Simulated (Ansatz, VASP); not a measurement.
## AlH5: VASP beside Ansatz

```xyz
6
Lattice="3.7646 0.0000 0.0000 -1.8823 3.2602 0.0000 0.0000 0.0000 2.6146" Properties=species:S:1:pos:R:3 pbc="T T T"
Al    0.0000    0.0000    1.3073
H     0.0000    2.1735    1.3073
H    -1.2429    2.1528    0.0000
H     2.4858    0.0000    0.0000
H     0.6394    1.1074    0.0000
H     1.8823    1.0867    1.3073
```

Change from the starting cell: species swapped into the Eu5Mg type (P-62m, No. 189).

Alike in both runs: functional PBE; k mesh 12 × 12 × 14; occupations gaussian, width 0.1 eV; no spin polarisation.

Ansatz relaxed the structure, and its values are those at the end. VASP's run is a single point on that final structure, the one shown.

```csv
,VASP,Ansatz
version,VASP 6.6.1,Ansatz 0.2.0
potentials or method,"VASP PAW PBE potentials, release 64 (Al, H), cutoff 520 eV","scalar-relativistic, plane waves, PAW"
valence electrons in the cell,8,8
```

```tsv
	VASP	Ansatz	Ansatz less VASP
gap on the k mesh at the Fermi level (eV)	none	none	-
pressure (GPa)	-0.3	0.0	+0.29
```

A gap of «none» marks a metal or a gap that the smearing closes.
